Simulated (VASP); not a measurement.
Write the native input for VASP 6.6.1 that does the following.

* Task: electric field gradients
* Functional: PBEsol
* Potentials or basis: VASP PAW PBE potentials, release 64 (Na_pv, H)
* Cutoff: 520 eV
* k mesh: 11 × 11 × 11
* Occupations: fermi-dirac, width 0.02 eV
* Spin: no spin polarisation
* Dipole correction: no
* Further INCAR settings: ALGO = Normal; EDIFF = 1e-08; NBANDS = 11

The structure of NaH lies in POSCAR:

```
NaH
1.0
    0.0000000000      2.3984440168      2.3625574486
    2.3984440168      0.0000000000      2.3625574486
    2.3984440168      2.3984440168      0.0000000000
Na H
1 1
Direct
    0.0000000000      0.0000000000      0.0000000000
    0.5000000000      0.5000000000      0.5000000000
```

This cell differs from its parent crystal: z stretched by -1 % at fixed volume.

One way to write it, as run:

INCAR

```
SYSTEM = NaH
PREC = Accurate
ENCUT = 520
EDIFF = 1E-8
ISMEAR = -1
SIGMA = 0.02
LREAL = .False.
LASPH = .True.
NELM = 100
ALGO = Normal
ISIF = 2
LWAVE = .False.
LCHARG = .False.
GGA = PS
LEFG = .True.
NBANDS = 11
```

KPOINTS

```
Automatic mesh
0
Gamma
  11 11 11
  0 0 0
```

Potentials or basis: VASP PAW PBE potentials, release 64 (Na_pv, H).

Command:

```bash
$ cat potpaw_PBE.64/Na_pv/POTCAR potpaw_PBE.64/H/POTCAR > POTCAR
$ mpirun -np 1 vasp_std > vasp.out
```

Results of the run:

| Property | Result |
| --- | --- |
| Pressure | 0.3 GPa |
| Band gap on the k mesh | 3.82 eV, indirect (least direct gap 4.64 eV) |

Caveat: without QUAD_EFG the Cq values of the log hold for a quadrupole moment of 1 mb, not for the nuclei; the PAW data sets were made with another functional, which shifts forces and pressure a little.

Wall time 19 s on 1 thread of Intel(R) Xeon(R) Platinum 8559C (Emerald Rapids), with other jobs on the host, peak memory 0.17 GiB.
